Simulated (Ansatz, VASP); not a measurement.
## Two plane-wave programs on Sc2P2Se

File INCAR:

```
ALGO = Normal
EDIFF = 1E-6
ENCUT = 520
GGA = PE
ISIF = 2
ISMEAR = -1
LASPH = T
LCHARG = F
LREAL = F
LWAVE = F
NBANDS = 49
NELM = 100
PREC = Accurate
SIGMA = 0.1
```

KPOINTS

```
k-points
0
Gamma
  5 5 8
```

POSCAR

```
Sc2P2Se
1.0
    7.4181690000      0.0000000000      0.0000000000
    0.0000000000      7.4181690000      0.0000000000
    0.0000000000      0.0000000000      4.0591250000
Sc P Se
4 4 2
Direct
    0.1731400000      0.6731400000      0.5000000000
    0.3268600000      0.1731400000      0.5000000000
    0.8268600000      0.3268600000      0.5000000000
    0.6731400000      0.8268600000      0.5000000000
    0.3747800000      0.8747800000      0.0000000000
    0.1252200000      0.3747800000      0.0000000000
    0.6252200000      0.1252200000      0.0000000000
    0.8747800000      0.6252200000      0.0000000000
    0.0000000000      0.0000000000      0.0000000000
    0.5000000000      0.5000000000      0.0000000000
```

Input for Ansatz:

```yaml
crystal:
  lattice:
    - [7.418169, 0.0, 0.0]
    - [0.0, 7.418169, 0.0]
    - [0.0, 0.0, 4.059125]
  atoms:
    - { symbol: Sc, position: [0.17314, 0.67314, 0.5] }
    - { symbol: Sc, position: [0.32686, 0.17314, 0.5] }
    - { symbol: Sc, position: [0.82686, 0.32686, 0.5] }
    - { symbol: Sc, position: [0.67314, 0.82686, 0.5] }
    - { symbol: P, position: [0.37478, 0.87478, 0.0] }
    - { symbol: P, position: [0.12522, 0.37478, 0.0] }
    - { symbol: P, position: [0.62522, 0.12522, 0.0] }
    - { symbol: P, position: [0.87478, 0.62522, 0.0] }
    - { symbol: Se, position: [0.0, 0.0, 0.0] }
    - { symbol: Se, position: [0.5, 0.5, 0.0] }
  symmetry: { tolerance: 0.0003 }
kpoints:
  mp_grid: { grid: [5, 5, 8], shift: [0, 0, 0] }
  band_path:
    path:
      - [0.0, 0.0, 0.0]
      - [0.0, 0.5, 0.0]
      - [0.5, 0.5, 0.0]
      - [0.0, 0.0, 0.0]
      - [0.0, 0.0, 0.5]
      - [0.0, 0.5, 0.5]
      - [0.5, 0.5, 0.5]
      - [0.0, 0.0, 0.5]
      - [0.0, 0.5, 0.0]
      - [0.0, 0.5, 0.5]
      - [0.5, 0.5, 0.0]
    npoints: 6
magnetization:
  spin_polarized: false
scf:
  occupations: { method: fermi_dirac }
  lower_state_search: "off"
  max_iter: 200
hamiltonian:
  pseudopotentials: { kind: paw }
  xc: pbe
basis:
  ecutwfc: 420
  fft_grid_basis: typed
output:
  forces: true
  stress: true
  eigenvalues: true
  bader: true
  populations: true
  elf: true
  write_potential: true
  volumetric_format: npy
  dos:
    e_range: [-12, 8]
    de: 0.05
    projected: { site_lists: { P: [P], Sc: [Sc], Se: [Se] } }
checkpoint:
  read: saved_state
```

Alike in both runs: task single point; functional PBE; k mesh 5 × 5 × 8; no spin polarisation.

```csv
,VASP,Ansatz
version,VASP 6.6.1,Ansatz 0.2.0
potentials or method,"VASP PAW PBE potentials, release 64 (Sc_sv, P, Se), cutoff 520 eV",PAW plane waves
occupations,"fermi-dirac, width 0.1 eV",fermi-dirac
valence electrons in the cell,76,96
```

Ansatz gave:

| Quantity | Value |
| --- | --- |
| pressure (GPa) | -12.0 |
| traceless stress, the component that is largest in VASP (GPa) | -8.65 |
| rms of the force components (eV/Å) | 0.110 |

Task: Estimate VASP's values.

Result: Pressure (GPa): -12.0; traceless stress, the component that is largest in VASP (GPa): -8.61; rms of the force components (eV/Å): 0.113.

Atom by atom the forces differ by 0.003 eV/Å (rms over components). VASP's potentials hold 76 valence electrons a cell and Ansatz's 96, so a difference there can come from the potentials and not from the codes.
